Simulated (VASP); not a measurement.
# Al2O3 (I4_1/amd) in VASP: single point with PBE

Aim: the single point of Al2O3 with PBE.

Program: VASP 6.6.1. These are calculated values, not measurements. Logs are shortened: lines on timing, memory, paths and dates and some standing lists are left out, and cuts for length are marked.

## 1. The cell of the first run

The structure is tetragonal, space group I4_1/amd (No. 141). The conventional cell has a = 5.850 Å, b = 5.850 Å, c = 20.187 Å, α = 90.00°, β = 90.00°, γ = 90.00°. Al (site symmetry 2mm) has 3 O at 1.68 to 1.69 Å within 2.2 Å. O (site symmetry -4m2) has 2 Al at 1.68 Å within 2.2 Å. Within 2.2 Å of O (site symmetry 2/m) lie 2 Al at 1.69 Å.

The cell was built from a structure type or drawn by symmetry, and may not be a known phase.

## 2. Single point, PBE

File INCAR:

```
SYSTEM = Al2O3
PREC = Accurate ; ENCUT = 520
EDIFF = 1E-7 ; ISMEAR = 0
SIGMA = 0.02 ; LREAL = .False.
LASPH = .True. ; NELM = 100
ALGO = Fast ; ISIF = 2
LWAVE = .False. ; LCHARG = .False.
GGA = PE ; NBANDS = 35
```

File KPOINTS:

```
regular mesh
0
Gamma
  6 6 6
  0 0 0
```

File POSCAR:

```
Al2O3
1.0
   -2.9248375773      2.9248375773     10.0933742653
    2.9248375773     -2.9248375773     10.0933742653
    2.9248375773      2.9248375773    -10.0933742653
Al O
4 6
Direct
    0.0834288043      0.0834288043      0.0000000000
    0.8334288043      0.3334288043      0.5000000000
    0.9165711957      0.9165711957      0.0000000000
    0.6665711957      0.1665711957      0.5000000000
    0.0000000000      0.0000000000      0.0000000000
    0.3750000000      0.1250000000      0.2500000000
    0.8750000000      0.1250000000      0.7500000000
    0.8750000000      0.1250000000      0.2500000000
    0.8750000000      0.6250000000      0.7500000000
    0.7500000000      0.2500000000      0.5000000000
```

Potentials or basis: VASP PAW PBE potentials, release 64 (Al, O).

Started as:

```sh
> cat potpaw_PBE.64/Al/POTCAR potpaw_PBE.64/O/POTCAR > POTCAR
> mpirun -np 1 vasp_std > vasp.out
```

OUTCAR:

```text
SYSTEM = Al2O3
   PREC = Accurate
   ENCUT = 520
   EDIFF = 1E-7
   ISMEAR = 0
   LREAL = .False.
   LASPH = .True.
   NELM = 100
   ISIF = 2
   GGA = PE

 ion  position               nearest neighbor table
   1  0.083  0.083  0.000-   5 1.68   7 1.69   6 1.69
   2  0.833  0.333  0.500-  10 1.68   8 1.69   9 1.69
   3  0.917  0.917  0.000-   5 1.68   8 1.69   9 1.69
   4  0.667  0.167  0.500-  10 1.68   7 1.69   6 1.69
   5  0.000  0.000  0.000-   1 1.68   3 1.68
   6  0.375  0.125  0.250-   1 1.69   4 1.69
   7  0.875  0.125  0.750-   1 1.69   4 1.69
   8  0.875  0.125  0.250-   2 1.69   3 1.69
   9  0.875  0.625  0.750-   2 1.69   3 1.69
  10  0.750  0.250  0.500-   2 1.68   4 1.68

  LATTYP: Found a body centered tetragonal cell.
 ALAT       =     5.8496751546
 C/A-ratio  =     3.4509178710

  Lattice vectors:

 A1 = (  -2.9248375773,   2.9248375773,  10.0933742653)
 A2 = (   2.9248375773,  -2.9248375773,  10.0933742653)
 A3 = (   2.9248375773,   2.9248375773, -10.0933742653)

Analysis of symmetry for initial positions (statically):
=====================================================================
 Subroutine PRICEL returns:
 Original cell was already a primitive cell.

 Routine SETGRP: Setting up the symmetry group for a
 body centered tetragonal supercell.

 Subroutine GETGRP returns: Found 16 space group operations
 (whereof  8 operations were pure point group operations)
 out of a pool of 16 trial point group operations.

The static configuration has the point symmetry D_2d.
 The point group associated with its full space group is D_4h.

Analysis of symmetry for dynamics (positions and initial velocities):
=====================================================================
 Subroutine PRICEL returns:
 Original cell was already a primitive cell.

 Routine SETGRP: Setting up the symmetry group for a
 body centered tetragonal supercell.

 Subroutine GETGRP returns: Found 16 space group operations
 (whereof  8 operations were pure point group operations)
 out of a pool of 16 trial point group operations.

The dynamic configuration has the point symmetry D_2d.
 The point group associated with its full space group is D_4h.

 Subroutine INISYM returns: Found 16 space group operations
 (whereof  8 operations are pure point group operations),
 and found     1 'primitive' translations

----------------------------------------------------------------------------------------

                                     Primitive cell

  volume of cell :     345.3821

  direct lattice vectors                    reciprocal lattice vectors
    -2.924837577  2.924837577 10.093374265     0.000000000  0.170949664  0.049537448
     2.924837577 -2.924837577 10.093374265     0.170949664  0.000000000  0.049537448
     2.924837577  2.924837577-10.093374265     0.170949664  0.170949664  0.000000000

  length of vectors
    10.908049953 10.908049953 10.908049953     0.177982432  0.177982432  0.241759333

  position of ions in fractional coordinates (direct lattice)
     0.083428804  0.083428804  0.000000000
     0.833428804  0.333428804  0.500000000
     0.916571196  0.916571196  0.000000000
     0.666571196  0.166571196  0.500000000
     0.000000000  0.000000000  0.000000000
     0.375000000  0.125000000  0.250000000
     0.875000000  0.125000000  0.750000000
     0.875000000  0.125000000  0.250000000
     0.875000000  0.625000000  0.750000000
     0.750000000  0.250000000  0.500000000

  ion indices of the primitive-cell ions
   primitive index   ion index
                 1           1
                 2           2
                 3           3
                 4           4
                 5           5
                 6           6
                 7           7
                 8           8
                 9           9
                10          10

----------------------------------------------------------------------------------------

 KPOINTS: regular mesh

Automatic generation of k-mesh.
 Grid dimensions read from file:
 generate k-points for:    6    6    6

 Generating k-lattice:

  Cartesian coordinates                     Fractional coordinates (reciprocal lattice)
     0.000000000  0.028491611  0.008256241     0.166666667  0.000000000  0.000000000
     0.028491611  0.000000000  0.008256241     0.000000000  0.166666667  0.000000000
     0.028491611  0.028491611  0.000000000     0.000000000  0.000000000  0.166666667

  Length of vectors
     0.029663739  0.029663739  0.040293222

  Shift w.r.t. Gamma in fractional coordinates (k-lattice)
     0.000000000  0.000000000  0.000000000

 Subroutine IBZKPT returns following result:
 ===========================================

 Found     30 irreducible k-points:

 Following reciprocal coordinates:
            Coordinates               Weight
  0.000000  0.000000  0.000000      1.000000
  0.166667  0.000000  0.000000      8.000000
  0.333333 -0.000000  0.000000      8.000000
  0.500000 -0.000000  0.000000      4.000000
  0.166667  0.166667  0.000000      8.000000
  0.333333  0.166667  0.000000     16.000000
[... 16 lines left out ...]
 -0.333333 -0.333333  0.166667      8.000000
 -0.166667 -0.333333  0.166667      8.000000
 [... further k-points ...]
   k-points           NKPTS =     30   k-points in BZ     NKDIM =     30   number of bands    NBANDS=     35
   number of dos      NEDOS =    301   number of ions     NIONS =     10
   total plane-waves  NPLWV = 592704
   dimension x,y,z NGX =    84 NGY =   84 NGZ =   84
   dimension x,y,z NGXF=   168 NGYF=  168 NGZF=  168
   ions per type =               4   6
   NGX,Y,Z   is equivalent  to a cutoff of  12.80, 12.80, 12.80 a.u.
   NGXF,Y,Z  is equivalent  to a cutoff of  25.60, 25.60, 25.60 a.u.
 SYSTEM =  Al2O3
   PREC   = accura    normal or accurate (medium, high low for compatibility)
   ISTART =      0    job   : 0-new  1-cont  2-samecut
   ICHARG =      2    charge: 1-file 2-atom 10-const
   ISPIN  =      1    spin polarized calculation?
   LNONCOLLINEAR =      F non collinear calculations
   LSORBIT =      F    spin-orbit coupling
   LASPH  =      T    aspherical Exc in radial PAW
   ENCUT  =  520.0 eV  38.22 Ry    6.18 a.u.  20.28 20.28 20.28*2*pi/ulx,y,z
   NELM   =    100;   NELMIN=  2; NELMDL= -5     # of ELM steps
   EDIFF  = 0.1E-06   stopping-criterion for ELM
   LREAL  =      F    real-space projection
   EDIFFG = 0.1E-05   stopping-criterion for IOM
   NSW    =      0    number of steps for IOM
   IBRION =     -1    ionic relax: 0-MD 1-quasi-New 2-CG
   NFREE  =      0    steps in history (QN), initial steepest desc. (CG)
   ISIF   =      2    stress and relaxation
   ISYM   =      2    0-nonsym 1-usesym 2-fastsym
   POTIM  = 0.5000    time-step for ionic-motion
   TEBEG  =    0.0;   TEEND  =   0.0 temperature during run
   PSTRESS=    0.0 pullay stress
   NELECT =      48.0000    total number of electrons
   NUPDOWN=      -1.0000    fix difference up-down
   EMIN   =  10.00;   EMAX   =-10.00  energy-range for DOS
   EFERMI =   0.00;   METHOD = LEGACY
   ISMEAR =     0;   SIGMA  =   0.02  broadening in eV -4-tet -1-fermi 0-gaus
   EFERMI_NEDOS =   21; number of points for ismear=-14 and -15
   IALGO  =     68    algorithm
   IMIX   =      4    mixing-type and parameters
     AMIX     =   0.40;   BMIX     =  1.00
     AMIX_MAG =   1.60;   BMIX_MAG =  1.00
  volume/ion in A,a.u.               =      34.54       233.08
  Fermi-wavevector in a.u.,A,eV,Ry     =   0.847986  1.602461  9.783678  0.719080
  Thomas-Fermi vector in A             =   1.963578
   LORBIT       =      0    0 simple, 1 ext, 2 COOP (PROOUT), +10 PAW based schemes
   GGA     = PE    functional components
   LHFCALC =     F    Hartree Fock is set to
   AEXX    =    0.0000 exact exchange contribution
   IVDW    =     0    specifies the selected vdW correction
   LEPSILON=     F    determine dielectric tensor
   LRPA    =     F    only Hartree local field effects (RPA)
 non-spin polarized calculation
 RMM-DIIS sequential band-by-band and
 Gauss-broadening in eV      SIGMA  =   0.02
  energy-cutoff  :      520.00
  volume of cell :      345.38
 maximum number of plane-waves:      9349
 NGX is ok and might be reduce to    84
   NGX = 41   NGY = 41   NGZ = 41

 number of electron      48.0000000 magnetization

 Free energy of the ion-electron system (eV)
  ---------------------------------------------------
  ext. energy  EPLUGINS =         0.00000000
  ---------------------------------------------------
  free energy    TOTEN  =       -69.08781867 eV

  energy without entropy =      -69.08781867  energy(sigma->0) =      -69.08781867

 E-fermi :  -3.0806     XC(G=0):  -4.9549

 val. band max:       -3.2474352132   @ k =   0.0000   0.0000   0.0000
 cond. band min:       0.1643024289   @ k =   0.0000   0.0000   0.0000
 fundamental gap:      3.4117376422
 Fermi energy:        -3.0806447841

 k-point     1 :       0.0000    0.0000    0.0000
  band No.  band energies     occupation
      1     -20.1361      2.00000
      2     -19.9065      2.00000
      3     -19.6429      2.00000
      4     -19.3880      2.00000
      5     -19.3880      2.00000
      6     -19.3700      2.00000
[... 27 lines left out ...]
     34       5.0519      0.00000
     35       5.6162      0.00000

 k-point     2 :       0.1667    0.0000    0.0000
  band No.  band energies     occupation
      1     -20.1193      2.00000
      2     -19.8975      2.00000
      3     -19.6538      2.00000
      4     -19.4061      2.00000
      5     -19.3879      2.00000
      6     -19.3719      2.00000
[... 27 lines left out ...]
     34       5.3678      0.00000
     35       5.8252      0.00000
[... 796 lines left out ...]
     34       4.9951      0.00000
     35       5.7492      0.00000

 k-point    24 :      -0.1667   -0.3333    0.1667
  band No.  band energies     occupation
      1     -20.1001      2.00000
      2     -19.9461      2.00000
      3     -19.6004      2.00000
      4     -19.4230      2.00000
      5     -19.3879      2.00000
      6     -19.3791      2.00000
[... 27 lines left out ...]
     34       5.1752      0.00000
     35       5.8095      0.00000

 [... further k-points ...]

------------------------ aborting loop because EDIFF is reached ----------------------------------------

  FORCE on cell =-STRESS in cart. coord.  units (eV):
  Direction    XX          YY          ZZ          XY          YZ          ZX
  --------------------------------------------------------------------------------------
  -------------------------------------------------------------------------------------
  Total        0.0179448      0.0179448      0.1440266      0.0000000      0.0000000      0.0000000
  in kB        0.0832434      0.0832434      0.6681186      0.0000000      0.0000000      0.0000000
  external PRESSURE =       0.2782018 kB  Pullay stress =       0.0000000 kB

 VOLUME and BASIS-vectors are now :
 -----------------------------------------------------------------------------
  energy-cutoff  :      520.00
  volume of cell :      345.38
      direct lattice vectors                 reciprocal lattice vectors
    -2.924837577  2.924837577 10.093374265     0.000000000  0.170949664  0.049537448
     2.924837577 -2.924837577 10.093374265     0.170949664  0.000000000  0.049537448
     2.924837577  2.924837577-10.093374265     0.170949664  0.170949664  0.000000000

 POSITION                                       TOTAL-FORCE (eV/Angst)
 -----------------------------------------------------------------------------------
      0.00000      0.00000      1.68416        -0.000000     -0.000000      0.000620
      0.00000      2.92484      6.73084        -0.000000     -0.000000      0.000620
      0.00000      0.00000     18.50259         0.000000      0.000000     -0.000620
      0.00000      2.92484      3.36253        -0.000000     -0.000000     -0.000620
      0.00000      0.00000      0.00000         0.000000      0.000000     -0.000000
      0.00000      1.46242      2.52334         0.000000      0.000000     -0.000000
      0.00000      4.38726      2.52334         0.000000      0.000000     -0.000000
     -1.46242      2.92484      7.57003         0.000000      0.000000     -0.000000
      1.46242      2.92484      7.57003         0.000000      0.000000     -0.000000
      0.00000      2.92484      5.04669         0.000000      0.000000     -0.000000
 -----------------------------------------------------------------------------------
    total drift:                               -0.000000     -0.000000      0.000000

  FREE ENERGIE OF THE ION-ELECTRON SYSTEM (eV)
  ---------------------------------------------------
  free  energy   TOTEN  =       -69.0878186700 eV

  energy  without entropy=      -69.0878186700  energy(sigma->0) =      -69.08781867
```

It took 20 min on 1 thread of Intel Xeon Platinum 8488C (Sapphire Rapids), shared host; peak memory 1.2 GiB.

Results:

```yaml
Free_energy: -69.0878 eV
Pressure: 0.0 GPa
Band_gap_on_the_k_mesh: 3.41 eV
```

Levels at points of the mesh, in eV from the valence-band top:
```
           k point  band 22  band 23  band 24  band 25  band 26  band 27
(0.00, 0.00, 0.00)    -0.90     0.00     0.00     3.41     4.61     5.76
(0.50, 0.00, 0.00)    -0.63    -0.52    -0.01     4.57     5.08     5.67
(0.50, 0.50, 0.00)    -0.58    -0.52    -0.52     5.79     5.79     6.08
(0.50, 0.50, 0.50)    -0.91    -0.04    -0.04     3.88     3.88     6.71
```
